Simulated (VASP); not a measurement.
Ti:

```
CELL_PARAMETERS angstrom
2.95000 0.00000 0.00000
-1.47500 2.55477 0.00000
0.00000 0.00000 4.68000
ATOMIC_POSITIONS crystal
Ti 0.66667 0.33333 0.75000
Ti 0.33333 0.66667 0.25000
```

```yaml
Program: VASP 6.6.1
Task: relaxation of cell and atoms
Functional: PBEsol
Potentials_or_basis: VASP PAW PBE potentials, release 64 (Ti_sv)
Cutoff: 600 eV
k_mesh: 10 × 10 × 6
Occupations: fermi-dirac, width 0.05 eV
Spin: no spin polarisation
```

At the start: pressure -5.9 GPa; volume 17.64 Å³/atom.

Question: How do energy, volume and symmetry change on relaxing?

Answer: Over 7 steps the energy falls by 18.4 meV/atom and the volume is 16.68 Å³/atom (-5.4 %); space group P6_3/mmc (No. 194, to 0.1 Å) before and after.

The path:
```
step  energy change (eV)  largest force (eV/Å)  pressure (GPa)  volume (Å³)
   1              0.0000                0.0000           -5.91        35.27
   2             -0.0168                0.0000            5.02        32.05
   3             -0.0367                0.0000            0.00        33.37
   4             -0.0367                0.0000            0.11        33.33
   5             -0.0368                0.0000           -0.06        33.38
   6             -0.0368                0.0000           -0.13        33.40
   7             -0.0369                0.0000            0.02        33.36
```

Final structure:
```
Ti
1.0
     2.90174    0.00000    0.00000
    -1.45087    2.51298    0.00000
     0.00000    0.00000    4.57489
Ti
2
Direct
  0.66667 0.33333 0.75000
  0.33333 0.66667 0.25000
```

Caveat: the PAW data sets were made with another functional, which shifts forces and pressure a little.
